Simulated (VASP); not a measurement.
# Tl (Im-3m) in VASP: further runs

Tl is run at these levels: revPBE; tasks: single point.

Everything below comes from runs of VASP 6.6.1. Logs are shortened: lines on timing, memory, paths and dates and some standing lists are left out, and cuts for length are marked.

### Step 1. The cell of the first run

Symmetry: Im-3m, No. 229, cubic system. The conventional cell has a = 4.044 Å, b = 4.044 Å, c = 4.044 Å, α = 90.00°, β = 90.00°, γ = 90.00°. Tl (site symmetry m-3m) has 14 Tl at 3.50 to 4.04 Å within 4.6 Å.

### Step 2. Single point, revPBE

The input, INCAR:

```
ALGO     = Normal         # electronic algorithm
EDIFF    = 1E-7           # SCF threshold, eV
ENCUT    = 520            # plane-wave cutoff, eV
GGA      = RE             # functional
ISIF     = 2              # what is computed and relaxed
ISMEAR   = -1             # smearing method
LASPH    = True           # aspherical terms in the spheres
LCHARG   = True           # write CHGCAR
LELF     = True           # ELF
LREAL    = False          # projectors in reciprocal space
LVHAR    = True         
LWAVE    = False          # write WAVECAR
NBANDS   = 12             # bands
NELM     = 100            # most SCF steps
PREC     = Accurate       # precision mode
SIGMA    = 0.1            # smearing width, eV
```

The input, KPOINTS:

```
k-points
0
Gamma
  12 12 12
```

The input, POSCAR:

```
Tl
1.0
   -2.0221028250      2.0221028250      2.0221028250
    2.0221028250     -2.0221028250      2.0221028250
    2.0221028250      2.0221028250     -2.0221028250
Tl
1
Direct
    0.0000000000      0.0000000000      0.0000000000
```

Potentials or basis: VASP PAW PBE potentials, release 64 (Tl_d).

The run is started by

```sh
> cat potpaw_PBE.64/Tl_d/POTCAR > POTCAR
> mpirun -np 1 vasp_std > vasp.out
```

OUTCAR:

```text
EDIFF = 1E-7
   ENCUT = 520
   GGA = RE
   ISIF = 2
   ISMEAR = -1
   LASPH = True
   LREAL = False
   NELM = 100
   PREC = Accurate

 ion  position               nearest neighbor table
   1  0.000  0.000  0.000-

  LATTYP: Found a body centered cubic cell.
 ALAT       =     4.0442056500

  Lattice vectors:

 A1 = (  -2.0221028250,   2.0221028250,   2.0221028250)
 A2 = (   2.0221028250,  -2.0221028250,   2.0221028250)
 A3 = (   2.0221028250,   2.0221028250,  -2.0221028250)

Analysis of symmetry for initial positions (statically):
=====================================================================
 Subroutine PRICEL returns:
 Original cell was already a primitive cell.

 Routine SETGRP: Setting up the symmetry group for a
 body centered cubic supercell.

 Subroutine GETGRP returns: Found 48 space group operations
 (whereof 48 operations were pure point group operations)
 out of a pool of 48 trial point group operations.

The static configuration has the point symmetry O_h .

Analysis of symmetry for dynamics (positions and initial velocities):
=====================================================================
 Subroutine PRICEL returns:
 Original cell was already a primitive cell.

 Routine SETGRP: Setting up the symmetry group for a
 body centered cubic supercell.

 Subroutine GETGRP returns: Found 48 space group operations
 (whereof 48 operations were pure point group operations)
 out of a pool of 48 trial point group operations.

The dynamic configuration has the point symmetry O_h .

 Subroutine INISYM returns: Found 48 space group operations
 (whereof 48 operations are pure point group operations),
 and found     1 'primitive' translations

----------------------------------------------------------------------------------------

                                     Primitive cell

  volume of cell :      33.0727

  direct lattice vectors                    reciprocal lattice vectors
    -2.022102825  2.022102825  2.022102825     0.000000000  0.247267347  0.247267347
     2.022102825 -2.022102825  2.022102825     0.247267347  0.000000000  0.247267347
     2.022102825  2.022102825 -2.022102825     0.247267347  0.247267347  0.000000000

  length of vectors
     3.502384831  3.502384831  3.502384831     0.349688835  0.349688835  0.349688835

  position of ions in fractional coordinates (direct lattice)
     0.000000000  0.000000000  0.000000000

  ion indices of the primitive-cell ions
   primitive index   ion index
                 1           1

----------------------------------------------------------------------------------------

 KPOINTS: k-points

Automatic generation of k-mesh.
 Grid dimensions read from file:
 generate k-points for:   12   12   12

 Generating k-lattice:

  Cartesian coordinates                     Fractional coordinates (reciprocal lattice)
     0.000000000  0.020605612  0.020605612     0.083333333  0.000000000  0.000000000
     0.020605612  0.000000000  0.020605612     0.000000000  0.083333333  0.000000000
     0.020605612  0.020605612  0.000000000     0.000000000  0.000000000  0.083333333

  Length of vectors
     0.029140736  0.029140736  0.029140736

  Shift w.r.t. Gamma in fractional coordinates (k-lattice)
     0.000000000  0.000000000  0.000000000

 Subroutine IBZKPT returns following result:
 ===========================================

 Found     72 irreducible k-points:

 Following reciprocal coordinates:
            Coordinates               Weight
  0.000000  0.000000  0.000000      1.000000
  0.083333  0.000000  0.000000     12.000000
  0.166667  0.000000  0.000000     12.000000
  0.250000  0.000000  0.000000     12.000000
  0.333333  0.000000  0.000000     12.000000
  0.416667  0.000000  0.000000     12.000000
[... 16 lines left out ...]
  0.333333  0.083333  0.083333     24.000000
  0.416667  0.083333  0.083333     12.000000
 [... further k-points ...]
   k-points           NKPTS =     72   k-points in BZ     NKDIM =     72   number of bands    NBANDS=     12
   number of dos      NEDOS =    301   number of ions     NIONS =      1
   total plane-waves  NPLWV =  21952
   dimension x,y,z NGX =    28 NGY =   28 NGZ =   28
   dimension x,y,z NGXF=    56 NGYF=   56 NGZF=   56
   ions per type =               1
   NGX,Y,Z   is equivalent  to a cutoff of  13.29, 13.29, 13.29 a.u.
   NGXF,Y,Z  is equivalent  to a cutoff of  26.58, 26.58, 26.58 a.u.
 SYSTEM =  unknown system
   PREC   = accura    normal or accurate (medium, high low for compatibility)
   ISTART =      0    job   : 0-new  1-cont  2-samecut
   ICHARG =      2    charge: 1-file 2-atom 10-const
   ISPIN  =      1    spin polarized calculation?
   LNONCOLLINEAR =      F non collinear calculations
   LSORBIT =      F    spin-orbit coupling
   LASPH  =      T    aspherical Exc in radial PAW
   ENCUT  =  520.0 eV  38.22 Ry    6.18 a.u.   6.51  6.51  6.51*2*pi/ulx,y,z
   NELM   =    100;   NELMIN=  2; NELMDL= -5     # of ELM steps
   EDIFF  = 0.1E-06   stopping-criterion for ELM
   LREAL  =      F    real-space projection
   EDIFFG = 0.1E-05   stopping-criterion for IOM
   NSW    =      0    number of steps for IOM
   IBRION =     -1    ionic relax: 0-MD 1-quasi-New 2-CG
   NFREE  =      0    steps in history (QN), initial steepest desc. (CG)
   ISIF   =      2    stress and relaxation
   ISYM   =      2    0-nonsym 1-usesym 2-fastsym
   POTIM  = 0.5000    time-step for ionic-motion
   TEBEG  =    0.0;   TEEND  =   0.0 temperature during run
   PSTRESS=    0.0 pullay stress
   NELECT =      13.0000    total number of electrons
   NUPDOWN=      -1.0000    fix difference up-down
   EMIN   =  10.00;   EMAX   =-10.00  energy-range for DOS
   EFERMI =   0.00;   METHOD = LEGACY
   ISMEAR =    -1;   SIGMA  =   0.10  broadening in eV -4-tet -1-fermi 0-gaus
   EFERMI_NEDOS =   21; number of points for ismear=-14 and -15
   IALGO  =     38    algorithm
   IMIX   =      4    mixing-type and parameters
     AMIX     =   0.40;   BMIX     =  1.00
     AMIX_MAG =   1.60;   BMIX_MAG =  1.00
  volume/ion in A,a.u.               =      33.07       223.19
  Fermi-wavevector in a.u.,A,eV,Ry     =   1.199221  2.266200 19.566974  1.438132
  Thomas-Fermi vector in A             =   2.335090
   LORBIT       =      0    0 simple, 1 ext, 2 COOP (PROOUT), +10 PAW based schemes
   GGA     = RE    functional components
   LHFCALC =     F    Hartree Fock is set to
   AEXX    =    0.0000 exact exchange contribution
   IVDW    =     0    specifies the selected vdW correction
   LEPSILON=     F    determine dielectric tensor
   LRPA    =     F    only Hartree local field effects (RPA)
 non-spin polarized calculation
  energy-cutoff  :      520.00
  volume of cell :       33.07
 maximum number of plane-waves:       935
 NGX is ok and might be reduce to    28
   NGX = 13   NGY = 13   NGZ = 13

 number of electron      13.0000000 magnetization

 Free energy of the ion-electron system (eV)
  ---------------------------------------------------
  ext. energy  EPLUGINS =         0.00000000
  ---------------------------------------------------
  free energy    TOTEN  =        -1.90520198 eV

  energy without entropy =       -1.88325624  energy(sigma->0) =       -1.89422911

 E-fermi :   5.2662     XC(G=0):  -9.3870

 val. band max:        5.2581332263   @ k =   0.2500   0.1667   0.0833
 cond. band min:       5.2806054698   @ k =  -0.4167   0.4167   0.2500
 fundamental gap:      0.0224722435
 Fermi energy:         5.2662430479

 k-point     1 :       0.0000    0.0000    0.0000
  band No.  band energies     occupation
      1      -6.2859      2.00000
      2      -6.2859      2.00000
      3      -6.2859      2.00000
      4      -5.9863      2.00000
      5      -5.9863      2.00000
      6      -3.8550      2.00000
      7      14.6571      0.00000
      8      14.6571      0.00000
      9      14.6571      0.00000
     10      17.2302      0.00000
     11      17.2302      0.00000
     12      17.2302      0.00000

 k-point     2 :       0.0833    0.0000    0.0000
  band No.  band energies     occupation
      1      -6.2941      2.00000
      2      -6.2788      2.00000
      3      -6.2547      2.00000
      4      -5.9952      2.00000
      5      -5.9866      2.00000
      6      -3.7178      2.00000
      7      13.2476      0.00000
      8      14.1869      0.00000
      9      14.4261      0.00000
     10      16.5326      0.00000
     11      17.0052      0.00000
     12      17.1380      0.00000

 k-point     3 :       0.1667    0.0000    0.0000
  band No.  band energies     occupation
      1      -6.3165      2.00000
      2      -6.2677      2.00000
      3      -6.1682      2.00000
      4      -6.0155      2.00000
      5      -5.9873      2.00000
      6      -3.3012      2.00000
      7      10.7730      0.00000
      8      13.1828      0.00000
      9      13.8064      0.00000
     10      15.6740      0.00000
     11      16.5692      0.00000
     12      17.3160      0.00000
[... 286 lines left out ...]
 k-point    23 :       0.3333    0.0833    0.0833
  band No.  band energies     occupation
      1      -6.3784      2.00000
      2      -6.3058      2.00000
      3      -6.0060      2.00000
      4      -5.9881      2.00000
      5      -5.8811      2.00000
      6      -0.3249      2.00000
      7       4.3122      1.99986
      8       9.0683      0.00000
      9      10.5038      0.00000
     10      16.5963      0.00000
     11      17.5506      0.00000
     12      20.2414      0.00000

 k-point    24 :       0.4167    0.0833    0.0833
  band No.  band energies     occupation
      1      -6.3849      2.00000
      2      -6.3132      2.00000
      3      -5.9999      2.00000
      4      -5.9874      2.00000
      5      -5.8566      2.00000
      6       0.3047      2.00000
      7       3.4481      2.00000
      8       8.8641      0.00000
      9      10.3766      0.00000
     10      16.4993      0.00000
     11      17.4792      0.00000
     12      20.7942      0.00000

 [... further k-points ...]
[... 5 lines left out ...]
  --------------------------------------------------------------------------------------
  -------------------------------------------------------------------------------------
  Total       -0.0108419     -0.0108419     -0.0108419      0.0000000      0.0000000      0.0000000
  in kB       -0.5252242     -0.5252242     -0.5252242      0.0000000      0.0000000      0.0000000
  external PRESSURE =      -0.5252242 kB  Pullay stress =       0.0000000 kB

 VOLUME and BASIS-vectors are now :
 -----------------------------------------------------------------------------
  energy-cutoff  :      520.00
  volume of cell :       33.07
      direct lattice vectors                 reciprocal lattice vectors
    -2.022102825  2.022102825  2.022102825     0.000000000  0.247267347  0.247267347
     2.022102825 -2.022102825  2.022102825     0.247267347  0.000000000  0.247267347
     2.022102825  2.022102825 -2.022102825     0.247267347  0.247267347  0.000000000

 POSITION                                       TOTAL-FORCE (eV/Angst)
 -----------------------------------------------------------------------------------
      0.00000      0.00000      0.00000         0.000000      0.000000      0.000000
 -----------------------------------------------------------------------------------
    total drift:                               -0.000000     -0.000000     -0.000000

  FREE ENERGIE OF THE ION-ELECTRON SYSTEM (eV)
  ---------------------------------------------------
  free  energy   TOTEN  =        -1.9052019830 eV

  energy  without entropy=       -1.8832562353  energy(sigma->0) =       -1.89422911
```

Wall time 21 s (1 thread of Intel Xeon Platinum 8375C at 2.90GHz (Ice Lake), shared host); peak memory 0.17 GiB.

What came out:

```
Free energy : -1.9052 eV
Pressure    : -0.1 GPa
```

Caveat: the PAW data sets were made with another functional, which shifts forces and pressure a little; spin-orbit coupling is left out, which moves the levels of the heavy elements.

### Step 3. Single point, revPBE (volume scaled by 1.04)

The input, INCAR:

```
ALGO = Normal
EDIFF = 1E-6
ENCUT = 520
GGA = RE
ISIF = 2
ISMEAR = -1
LASPH = True
LCHARG = False
LREAL = False
LWAVE = False
NBANDS = 12
NELM = 60
PREC = Accurate
SIGMA = 0.1
```

KPOINTS is that of step 2.

The input, POSCAR:

```
Tl
1.0
   -2.0487124926      2.0487124926      2.0487124926
    2.0487124926     -2.0487124926      2.0487124926
    2.0487124926      2.0487124926     -2.0487124926
Tl
1
Direct
    0.0000000000      0.0000000000      0.0000000000
```

Potentials or basis: VASP PAW PBE potentials, release 64 (Tl_d).

The run is started by

```sh
> cat potpaw_PBE.64/Tl_d/POTCAR > POTCAR
> mpirun -np 1 vasp_std > vasp.out
```

It took 20 s on 1 thread of Intel Xeon Platinum 8375C at 2.90GHz (Ice Lake), shared host; peak memory 0.17 GiB.

The run converged. Its results:

- Free energy: -1.9022 eV
- Pressure: -0.8 GPa

Levels at points of the mesh, in eV from the Fermi level:
| k point | band 3 | band 4 | band 5 | band 6 | band 7 | band 8 | band 9 | band 10 |
| --- | --- | --- | --- | --- | --- | --- | --- | --- |
| (0.00, 0.00, 0.00) | -11.53 | -11.26 | -11.26 | -8.91 | 9.01 | 9.01 | 9.01 | 11.84 |
| (0.50, 0.00, 0.00) | -11.28 | -11.26 | -11.09 | -5.13 | -2.06 | 5.08 | 6.51 | 8.73 |
| (0.50, 0.50, 0.50) | -11.13 | -11.13 | -11.13 | -2.56 | 1.45 | 1.45 | 1.45 | 5.94 |

Caveat: the PAW data sets were made with another functional, which shifts forces and pressure a little; spin-orbit coupling is left out, which moves the levels of the heavy elements.

### Step 4. Single point, revPBE (volume scaled by 1.08)

The input, INCAR:

```
  PREC = Accurate
  ENCUT = 520
  EDIFF = 1E-6
  ISMEAR = -1
  SIGMA = 0.1
  LREAL = F
  LASPH = T
  NELM = 60
  ALGO = Normal
  ISIF = 2
  LWAVE = F
  LCHARG = F
  GGA = RE
  NBANDS = 12
```

The input, KPOINTS:

```
Automatic mesh
0
Gamma
  12 12 12
```

The input, POSCAR:

```
Tl
1.0
   -2.0746483154      2.0746483154      2.0746483154
    2.0746483154     -2.0746483154      2.0746483154
    2.0746483154      2.0746483154     -2.0746483154
Tl
1
Direct
    0.0000000000      0.0000000000      0.0000000000
```

Potentials or basis: VASP PAW PBE potentials, release 64 (Tl_d).

The run is started by

```sh
> cat potpaw_PBE.64/Tl_d/POTCAR > POTCAR
> mpirun -np 1 vasp_std > vasp.out
```

OUTCAR:

```text
PREC = Accurate
   ENCUT = 520
   EDIFF = 1E-6
   ISMEAR = -1
   LREAL = F
   LASPH = T
   NELM = 60
   ISIF = 2
   GGA = RE

 ion  position               nearest neighbor table
   1  0.000  0.000  0.000-

  LATTYP: Found a body centered cubic cell.
 ALAT       =     4.1492966308

  Lattice vectors:

 A1 = (  -2.0746483154,   2.0746483154,   2.0746483154)
 A2 = (   2.0746483154,  -2.0746483154,   2.0746483154)
 A3 = (   2.0746483154,   2.0746483154,  -2.0746483154)

Analysis of symmetry for initial positions (statically):
=====================================================================
 Subroutine PRICEL returns:
 Original cell was already a primitive cell.

 Routine SETGRP: Setting up the symmetry group for a
 body centered cubic supercell.

 Subroutine GETGRP returns: Found 48 space group operations
 (whereof 48 operations were pure point group operations)
 out of a pool of 48 trial point group operations.

The static configuration has the point symmetry O_h .

Analysis of symmetry for dynamics (positions and initial velocities):
=====================================================================
 Subroutine PRICEL returns:
[... 159 lines left out ...]
 Fermi energy:         4.6318989646

 k-point     1 :       0.0000    0.0000    0.0000
  band No.  band energies     occupation
      1      -6.8907      2.00000
      2      -6.8907      2.00000
      3      -6.8907      2.00000
      4      -6.6445      2.00000
      5      -6.6445      2.00000
      6      -4.0966      2.00000
      7      13.2925      0.00000
      8      13.2925      0.00000
      9      13.2925      0.00000
     10      16.3489      0.00000
     11      16.3489      0.00000
     12      16.3489      0.00000
[... 331 lines left out ...]
 k-point    24 :       0.4167    0.0833    0.0833
  band No.  band energies     occupation
      1      -6.9682      2.00000
      2      -6.8996      2.00000
      3      -6.6559      2.00000
      4      -6.6470      2.00000
      5      -6.5366      2.00000
      6      -0.4048      2.00000
      7       3.0106      2.00000
      8       8.0090      0.00000
      9       9.4959      0.00000
     10      15.2008      0.00000
     11      16.3177      0.00000
     12      19.3572      0.00000

 [... further k-points ...]
[... 5 lines left out ...]
  --------------------------------------------------------------------------------------
  -------------------------------------------------------------------------------------
  Total       -0.3060193     -0.3060193     -0.3060193      0.0000000      0.0000000     -0.0000000
  in kB      -13.7266959    -13.7266959    -13.7266959      0.0000000      0.0000000     -0.0000000
  external PRESSURE =     -13.7266959 kB  Pullay stress =       0.0000000 kB

 VOLUME and BASIS-vectors are now :
 -----------------------------------------------------------------------------
  energy-cutoff  :      520.00
  volume of cell :       35.72
      direct lattice vectors                 reciprocal lattice vectors
    -2.074648315  2.074648315  2.074648315     0.000000000  0.241004702  0.241004702
     2.074648315 -2.074648315  2.074648315     0.241004702  0.000000000  0.241004702
     2.074648315  2.074648315 -2.074648315     0.241004702  0.241004702  0.000000000

 POSITION                                       TOTAL-FORCE (eV/Angst)
 -----------------------------------------------------------------------------------
      0.00000      0.00000      0.00000        -0.000000     -0.000000      0.000000
 -----------------------------------------------------------------------------------
    total drift:                               -0.000000     -0.000000     -0.000000

  FREE ENERGIE OF THE ION-ELECTRON SYSTEM (eV)
  ---------------------------------------------------
  free  energy   TOTEN  =        -1.8937417049 eV

  energy  without entropy=       -1.8702952320  energy(sigma->0) =       -1.88201847
```

It took 20 s on 1 thread of Intel Xeon Platinum 8375C at 2.90GHz (Ice Lake), shared host; peak memory 0.17 GiB.

Results:

```
Free energy : -1.8937 eV
Pressure    : -1.4 GPa
```

Caveat: the PAW data sets were made with another functional, which shifts forces and pressure a little; spin-orbit coupling is left out, which moves the levels of the heavy elements.

(Part 1 of 2 ends here.)
